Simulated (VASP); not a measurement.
Pd, 1 atom in the cell. Symmetry: Fm-3m, No. 225, cubic system. Conventional cell: a = 3.880 Å, b = 3.880 Å, c = 3.880 Å, α = 90.00°, β = 90.00°, γ = 90.00°. Pd (site symmetry m-3m) has 12 Pd at 2.74 Å within 3.6 Å. 

| Property | Result |
| --- | --- |
| Program | VASP 6.6.1 |
| Task | single point |
| Functional | LDA |
| Potentials or basis | VASP PAW LDA potentials, release 64 (Pd) |
| Cutoff | 500 eV |
| k mesh | 8 × 8 × 8 |
| Occupations | gaussian, width 0.1 eV |
| Spin | no spin polarisation |
| Dipole correction | no |
| Further INCAR settings | ALGO = Normal; EDIFF = 1e-06; NBANDS = 11 |

Potentials or basis: VASP PAW LDA potentials, release 64 (Pd).

Run with:

```sh
$ cat potpaw_LDA.64/Pd/POTCAR > POTCAR
$ mpirun -np 1 vasp_std > vasp.out
```

Hardware: 1 thread of Intel(R) Xeon(R) 6975P-C (Granite Rapids), with other jobs on the host.

**Question.** Estimate the wall time of this run.

**Answer.** It took 2 s on 1 thread of Intel(R) Xeon(R) 6975P-C (Granite Rapids) (shared host), peak memory 0.12 GiB. Counts: scf iterations 11, k points 29.
